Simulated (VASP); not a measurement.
# MgB2 (P6/mmm) in VASP: further runs

MgB2 is run at these levels: PBEsol; tasks: vibrations by perturbation theory.

All numbers are computed with VASP 6.6.1; they aren't measurements. Logs are shortened: lines on timing, memory, paths and dates and some standing lists are left out, and cuts for length are marked.

**1. The cell of the first run**

It takes space group P6/mmm (No. 191, hexagonal). The conventional cell has a = 3.047 Å, b = 3.047 Å, c = 3.465 Å, α = 90.00°, β = 90.00°, γ = 120.00°. Within 3.3 Å of Mg (site symmetry 6/mmm) lie 12 B at 2.47 Å and 6 Mg at 3.05 Å. Within 2.3 Å of B (site symmetry -6m2) lie 3 B at 1.76 Å.

**2. Vibrations by perturbation theory, PBEsol (volume scaled by 0.980)**

File INCAR:

```
ALGO     = Normal         # electronic algorithm
EDIFF    = 1E-8           # SCF threshold, eV
ENCUT    = 520            # plane-wave cutoff, eV
GGA      = PS             # functional
IBRION   = 8              # ionic algorithm
ISIF     = 2              # what is computed and relaxed
ISMEAR   = -1             # smearing method
LASPH    = True           # aspherical terms in the spheres
LCHARG   = False          # write CHGCAR
LREAL    = False          # projectors in reciprocal space
LWAVE    = False          # write WAVECAR
NELM     = 80             # most SCF steps
NSW      = 1              # ionic steps
PREC     = Accurate       # precision mode
SIGMA    = 0.1            # smearing width, eV
```

File KPOINTS:

```
k-points
0
Gamma
  10 10 8
```

File POSCAR:

```
MgB2
1.0
    3.0470684529      0.0000000000      0.0000000000
   -1.5235342264      2.6388386873      0.0000000000
    0.0000000000      0.0000000000      3.4646071305
Mg B
1 2
Direct
    0.0000000000      0.0000000000      0.0000000000
    0.3333333333      0.6666666667      0.5000000000
    0.6666666667      0.3333333333      0.5000000000
```

Potentials or basis: VASP PAW PBE potentials, release 64 (Mg, B).

Command:

```
$ cat potpaw_PBE.64/Mg/POTCAR potpaw_PBE.64/B/POTCAR > POTCAR
$ mpirun -np 1 vasp_std > vasp.out
```

OUTCAR:

```text
EDIFF = 1E-8
   ENCUT = 520
   GGA = PS
   IBRION = 8
   ISIF = 2
   ISMEAR = -1
   LASPH = True
   LREAL = False
   NELM = 80
   NSW = 1
   PREC = Accurate

 ion  position               nearest neighbor table
   1  0.000  0.000  0.000-   2 2.47   3 2.47   2 2.47   3 2.47   2 2.47   2 2.47   3 2.47   3 2.47
                             3 2.47   3 2.47   2 2.47   2 2.47
   2  0.333  0.667  0.500-   3 1.76   3 1.76   3 1.76   1 2.47   1 2.47   1 2.47   1 2.47   1 2.47
                             1 2.47
   3  0.667  0.333  0.500-   2 1.76   2 1.76   2 1.76   1 2.47   1 2.47   1 2.47   1 2.47   1 2.47
                             1 2.47

  LATTYP: Found a hexagonal cell.
 ALAT       =     3.0470684529
 C/A-ratio  =     1.1370296349

  Lattice vectors:

 A1 = (   3.0470684529,   0.0000000000,   0.0000000000)
 A2 = (  -1.5235342264,   2.6388386873,   0.0000000000)
 A3 = (   0.0000000000,   0.0000000000,   3.4646071305)

Analysis of symmetry for initial positions (statically):
=====================================================================
 Subroutine PRICEL returns:
 Original cell was already a primitive cell.

 Routine SETGRP: Setting up the symmetry group for a
 hexagonal supercell.

 Subroutine GETGRP returns: Found 24 space group operations
 (whereof 24 operations were pure point group operations)
 out of a pool of 24 trial point group operations.

The static configuration has the point symmetry D_6h.

Analysis of symmetry for dynamics (positions and initial velocities):
=====================================================================
 Subroutine PRICEL returns:
 Original cell was already a primitive cell.

 Routine SETGRP: Setting up the symmetry group for a
 hexagonal supercell.

 Subroutine GETGRP returns: Found 24 space group operations
 (whereof 24 operations were pure point group operations)
 out of a pool of 24 trial point group operations.

The dynamic configuration has the point symmetry D_6h.

 Subroutine INISYM returns: Found 24 space group operations
 (whereof 24 operations are pure point group operations),
 and found     1 'primitive' translations

----------------------------------------------------------------------------------------

                                     Primitive cell

  volume of cell :      27.8579

  direct lattice vectors                    reciprocal lattice vectors
     3.047068453  0.000000000  0.000000000     0.328184291  0.189477289  0.000000000
    -1.523534226  2.638838687  0.000000000     0.000000000  0.378954578  0.000000000
     0.000000000  0.000000000  3.464607131     0.000000000  0.000000000  0.288633014

  length of vectors
     3.047068453  3.047068453  3.464607131     0.378954578  0.378954578  0.288633014

  position of ions in fractional coordinates (direct lattice)
     0.000000000  0.000000000  0.000000000
     0.333333333  0.666666667  0.500000000
     0.666666667  0.333333333  0.500000000

  ion indices of the primitive-cell ions
   primitive index   ion index
                 1           1
                 2           2
                 3           3

----------------------------------------------------------------------------------------

 KPOINTS: k-points

Automatic generation of k-mesh.
 Grid dimensions read from file:
 generate k-points for:   10   10    8

 Generating k-lattice:

[... 98 lines left out ...]

--------------------------------------- Ionic step        1  -------------------------------------------

 number of electron       8.0000000 magnetization

 Free energy of the ion-electron system (eV)
  ---------------------------------------------------
  ext. energy  EPLUGINS =         0.00000000
  ---------------------------------------------------
  free energy    TOTEN  =       -16.22708001 eV

  energy without entropy =      -16.20340169  energy(sigma->0) =      -16.21524085

 E-fermi :   5.5289     XC(G=0): -11.1588

 val. band max:        5.5050549467   @ k =   0.1000   0.0000   0.5000
 cond. band min:       5.5312926993   @ k =   0.1000   0.0000   0.1250
 fundamental gap:      0.0262377526
 Fermi energy:         5.5288984988

 k-point     1 :       0.0000    0.0000    0.0000
  band No.  band energies     occupation
      1      -7.1500      2.00000
      2       2.5236      2.00000
      3       5.8879      0.05369
      4       5.8879      0.05369
      5       7.2923      0.00000
      6      11.9171      0.00000
      7      11.9171      0.00000
      8      13.9930      0.00000
[... 243 lines left out ...]
 k-point    24 :       0.4000    0.1000    0.1250
  band No.  band energies     occupation
      1      -3.4426      2.00000
      2      -1.6799      2.00000
      3       2.6070      2.00000
      4       4.8250      1.99825
      5       7.7687      0.00000
      6      10.8248      0.00000
      7      12.1121      0.00000
      8      14.1215      0.00000

 [... further k-points ...]
[... 5 lines left out ...]
  --------------------------------------------------------------------------------------
  -------------------------------------------------------------------------------------
  Total        0.6563448      0.6563448      0.3948726      0.0000000     -0.0000000      0.0000000
  in kB       37.7479683     37.7479683     22.7100738      0.0000000     -0.0000000      0.0000000
  external PRESSURE =      32.7353368 kB  Pullay stress =       0.0000000 kB

 VOLUME and BASIS-vectors are now :
 -----------------------------------------------------------------------------
  energy-cutoff  :      520.00
  volume of cell :       27.86
      direct lattice vectors                 reciprocal lattice vectors
     3.047068453  0.000000000  0.000000000     0.328184291  0.189477289  0.000000000
    -1.523534226  2.638838687  0.000000000     0.000000000  0.378954578  0.000000000
     0.000000000  0.000000000  3.464607131     0.000000000  0.000000000  0.288633014

 POSITION                                       TOTAL-FORCE (eV/Angst)
 -----------------------------------------------------------------------------------
      0.00000      0.00000      0.00000        -0.000000      0.000000      0.000000
     -0.00000      1.75923      1.73230         0.000000     -0.000000     -0.000000
      1.52353      0.87961      1.73230        -0.000000      0.000000      0.000000
 -----------------------------------------------------------------------------------
    total drift:                                0.000000     -0.000000      0.000000

  FREE ENERGIE OF THE ION-ELECTRON SYSTEM (eV)
  ---------------------------------------------------
  free  energy   TOTEN  =       -16.2270800123 eV

  energy  without entropy=      -16.2034016858  energy(sigma->0) =      -16.21524085

[... ionic steps 2 to 3 ...]

--------------------------------------- Ionic step        4  -------------------------------------------

------------------------ aborting loop because EDIFF is reached ----------------------------------------
[... 11 lines left out ...]
[... ionic steps 8 to 8 ...]

--------------------------------------- Ionic step        9  -------------------------------------------

 Free energy of the ion-electron system (eV)
  ---------------------------------------------------
  ---------------------------------------------------
  free energy    TOTEN  =        -0.04197475 eV

  energy without entropy =       -0.04197475

------------------------ aborting loop because EDIFF is reached ----------------------------------------

 INTERNAL STRAIN TENSOR  FOR ION    2  DIRECTION 3   (eV/Angst):
 -----------------------------------------------------------------------------
     0.00408  0.00000 -0.00000
     0.00000  0.00408  0.00000
     0.00000  0.00000 -0.01100

 INTERNAL STRAIN TENSOR FOR ION    3 for displacements in x,y,z  (eV/Angst):
          X           Y           Z          XY          YZ          ZX
  --------------------------------------------------------------------------------
  x     0.00000    -0.00000     0.00000     4.21154     0.00000     0.00000
  y     4.21154    -4.21154     0.00000    -0.00000     0.00000     0.00000
  z     0.00000     0.00000     0.00000     0.00000     0.00000     0.00000

 SECOND DERIVATIVES (NOT SYMMETRIZED)
 ------------------------------------
               1X          1Y          1Z          2X          2Y          2Z          3X          3Y          3Z
  1X    -5.281745   -0.000000    0.000000    2.640873    0.000000    0.000000    2.640873    0.000000    0.000000
  1Y    -0.000000   -5.281745    0.000000    0.000000    2.640873    0.000000    0.000000    2.640873    0.000000
  1Z     0.000000   -0.000000   -7.614872   -0.000000    0.000000    3.807436    0.000000    0.000000    3.807436
  2X     2.648839    0.000000    0.000000   -7.264290   -0.000000    0.000000    4.615451    0.000000    0.000000
  2Y     0.000000    2.648839    0.000000   -0.000000   -7.264290    0.000000    0.000000    4.615451    0.000000
  2Z    -0.000000    0.000000    3.807303   -0.000000    0.000000  -11.759765    0.000000    0.000000    7.952462
  3X     2.648839    0.000000    0.000000    4.615451    0.000000    0.000000   -7.264290   -0.000000    0.000000
  3Y     0.000000    2.648839    0.000000    0.000000    4.615451    0.000000   -0.000000   -7.264290    0.000000
  3Z    -0.000000    0.000000    3.807303    0.000000    0.000000    7.952462   -0.000000    0.000000  -11.759765

 Eigenvectors and eigenvalues of the dynamical matrix
 ----------------------------------------------------

   1 f  =   21.109874 THz   132.637248 2PiTHz  704.149589 cm-1    87.303383 meV
             X         Y         Z           dx          dy          dz
      0.000000  0.000000  0.000000    -0.000000    0.000000   -0.000000
     -0.000000  1.759226  1.732304    -0.000000    0.000000   -0.707107
      1.523534  0.879613  1.732304     0.000000   -0.000000    0.707107
[... 43 lines left out ...]
   9 f/i=    0.007990 THz     0.050204 2PiTHz    0.266524 cm-1     0.033045 meV
             X         Y         Z           dx          dy          dz
      0.000000  0.000000  0.000000    -0.704910    0.181828    0.000000
     -0.000000  1.759226  1.732304    -0.469423    0.121086    0.000000
      1.523534  0.879613  1.732304    -0.469423    0.121086    0.000000

--------------------------------------------------------------------------------------------------------

 ELASTIC MODULI CONTR FROM IONIC RELAXATION (kBar)
 Direction    XX          YY          ZZ          XY          YZ          ZX
 --------------------------------------------------------------------------------
 XX        -171.7377    171.7377     -0.0000     -0.0000     -0.0000     -0.0000
 YY         171.7377   -171.7377      0.0000     -0.0000      0.0000      0.0000
 ZZ          -0.0000      0.0000     -0.0000      0.0000     -0.0000     -0.0000
 XY          -0.0000     -0.0000      0.0000   -171.7377     -0.0000     -0.0000
 YZ          -0.0000      0.0000     -0.0000     -0.0000     -0.0000     -0.0000
 ZX          -0.0000      0.0000     -0.0000     -0.0000     -0.0000     -0.0000
 --------------------------------------------------------------------------------
```

Wall time 1.7 min (1 thread of AMD EPYC 9R45 (Zen 5), shared host); peak memory 0.27 GiB.

What came out:

| Quantity | Value |
| --- | --- |
| Highest phonon frequency at Γ, LO-TO splitting left out | 704 cm⁻¹ |

Phonon frequencies in cm⁻¹ (negative: imaginary):
```csv
q point,frequencies
"(0.000, 0.000, 0.000)",0 0 0 355 355 425 547 547 704
```

Caveat: the cell wasn't relaxed at this level first, which shifts response properties; the PAW data sets were made with another functional, which shifts forces and pressure a little.

**3. Vibrations by perturbation theory, PBEsol (volume scaled by 0.980)**

File INCAR:

```
SYSTEM = MgB2
PREC = Accurate ; ENCUT = 520
EDIFF = 1E-8 ; ISMEAR = -1
SIGMA = 0.1 ; LREAL = .False.
LASPH = .True. ; NELM = 60
ALGO = Normal ; ISIF = 2
LWAVE = .False. ; LCHARG = .False.
GGA = PS ; NBANDS = 11
IBRION = 8 ; NSW = 1
```

File KPOINTS:

```
Automatic mesh
0
Gamma
  10 10 8
  0 0 0
```

POSCAR is that of step 2.

Potentials or basis: VASP PAW PBE potentials, release 64 (Mg, B).

Command:

```
$ cat potpaw_PBE.64/Mg/POTCAR potpaw_PBE.64/B/POTCAR > POTCAR
$ mpirun -np 1 vasp_std > vasp.out
```

OUTCAR:

```text
SYSTEM = MgB2
   PREC = Accurate
   ENCUT = 520
   EDIFF = 1E-8
   ISMEAR = -1
   LREAL = .False.
   LASPH = .True.
   NELM = 60
   ISIF = 2
   GGA = PS
   IBRION = 8
   NSW = 1

 ion  position               nearest neighbor table
   1  0.000  0.000  0.000-   2 2.47   3 2.47   2 2.47   3 2.47   2 2.47   2 2.47   3 2.47   3 2.47
                             3 2.47   3 2.47   2 2.47   2 2.47
   2  0.333  0.667  0.500-   3 1.76   3 1.76   3 1.76   1 2.47   1 2.47   1 2.47   1 2.47   1 2.47
                             1 2.47
   3  0.667  0.333  0.500-   2 1.76   2 1.76   2 1.76   1 2.47   1 2.47   1 2.47   1 2.47   1 2.47
                             1 2.47

  LATTYP: Found a hexagonal cell.
 ALAT       =     3.0470684529
 C/A-ratio  =     1.1370296349

  Lattice vectors:

[... 597 lines left out ...]
  --------------------------------------------------------------------------------
  x     0.00000    -0.00000    -0.00000     4.21143     0.00000     0.00000
  y     4.21143    -4.21143     0.00000    -0.00000     0.00000     0.00000
  z     0.00000     0.00000     0.00000     0.00000     0.00000     0.00000

 SECOND DERIVATIVES (NOT SYMMETRIZED)
 ------------------------------------
               1X          1Y          1Z          2X          2Y          2Z          3X          3Y          3Z
  1X    -5.281772   -0.000000    0.000000    2.640886    0.000000    0.000000    2.640886    0.000000    0.000000
  1Y    -0.000000   -5.281772    0.000000    0.000000    2.640886    0.000000    0.000000    2.640886    0.000000
  1Z    -0.000000    0.000000   -7.615922   -0.000000    0.000000    3.807961    0.000000    0.000000    3.807961
  2X     2.648972    0.000000    0.000000   -7.264599   -0.000000    0.000000    4.615627    0.000000    0.000000
  2Y     0.000000    2.648972    0.000000   -0.000000   -7.264599    0.000000    0.000000    4.615627    0.000000
  2Z    -0.000000    0.000000    3.807798    0.000000    0.000000  -11.760127    0.000000   -0.000000    7.952329
  3X     2.648972    0.000000    0.000000    4.615627    0.000000    0.000000   -7.264599   -0.000000    0.000000
  3Y     0.000000    2.648972    0.000000    0.000000    4.615627    0.000000   -0.000000   -7.264599    0.000000
  3Z    -0.000000    0.000000    3.807798    0.000000   -0.000000    7.952329    0.000000    0.000000  -11.760127

 Eigenvectors and eigenvalues of the dynamical matrix
 ----------------------------------------------------

   1 f  =   21.109997 THz   132.638020 2PiTHz  704.153689 cm-1    87.303891 meV
             X         Y         Z           dx          dy          dz
      0.000000  0.000000  0.000000     0.000000   -0.000000   -0.000000
     -0.000000  1.759226  1.732304     0.000000   -0.000000   -0.707107
      1.523534  0.879613  1.732304    -0.000000    0.000000    0.707107
[... 43 lines left out ...]
   9 f/i=    0.008109 THz     0.050952 2PiTHz    0.270496 cm-1     0.033537 meV
             X         Y         Z           dx          dy          dz
      0.000000  0.000000  0.000000     0.631978    0.361352    0.000000
     -0.000000  1.759226  1.732304     0.420846    0.240631    0.000000
      1.523534  0.879613  1.732304     0.420846    0.240631    0.000000

--------------------------------------------------------------------------------------------------------

 ELASTIC MODULI CONTR FROM IONIC RELAXATION (kBar)
 Direction    XX          YY          ZZ          XY          YZ          ZX
 --------------------------------------------------------------------------------
 XX        -171.7222    171.7222      0.0000     -0.0000      0.0000     -0.0000
 YY         171.7222   -171.7222     -0.0000     -0.0000      0.0000      0.0000
 ZZ           0.0000     -0.0000     -0.0000      0.0000      0.0000     -0.0000
 XY          -0.0000     -0.0000      0.0000   -171.7222      0.0000      0.0000
 YZ           0.0000      0.0000      0.0000      0.0000      0.0000      0.0000
 ZX          -0.0000      0.0000     -0.0000      0.0000      0.0000     -0.0000
 --------------------------------------------------------------------------------
```

Wall time 2.1 min (1 thread of AMD EPYC 9R45 (Zen 5), shared host); peak memory 0.3 GiB.

Results:

```yaml
Highest_phonon_frequency_at_Γ_LO-TO_splitting_left_out: 704 cm⁻¹
```

Phonon frequencies in cm⁻¹ (negative: imaginary):
| q point | frequencies |
| --- | --- |
| (0.000, 0.000, 0.000) | 0 0 0 355 355 425 547 547 704 |

Caveat: the cell wasn't relaxed at this level first, which shifts response properties; the PAW data sets were made with another functional, which shifts forces and pressure a little.

(Part 1 of 2 ends here.)
